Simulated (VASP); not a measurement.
Runs of VASP 6.6.1 on C. It takes space group Fd-3m (No. 227, cubic). Conventional cell: a = 3.567 Å, b = 3.567 Å, c = 3.567 Å, α = 90.00°, β = 90.00°, γ = 90.00°. Within 2.1 Å of C (site symmetry -43m) lie 4 C at 1.54 Å. 

| k mesh | cutoff (eV) | smearing | gap on the mesh (eV) | pressure (GPa) |
| --- | --- | --- | --- | --- |
| 12 × 12 × 12 | 660 | fermi-dirac 0.05 eV | 4.34 | -2.4 |
| 12 × 12 × 12 | 520 | gaussian 0.05 eV | 4.34 | (a) |
| 12 × 12 × 12 | 660 | fermi-dirac 0.001 eV | 4.34 | -2.4 |
| 12 × 12 × 12 | 660 | gaussian 0.05 eV | 4.34 | -2.4 |
| 6 × 6 × 6 | 660 | gaussian 0.05 eV | 4.34 | -2.3 |

Alike in all rows: task single point; level r2SCAN; potentials or basis VASP PAW PBE potentials, release 64 (C); no spin polarisation; cell as given.

Problem. Estimate the missing entries.

Solution. (a) -1.4.

Caveats: some runs use coarse meshes; the PAW data sets were made with another functional, which shifts forces and pressure a little.

A k mesh can miss the band edges.
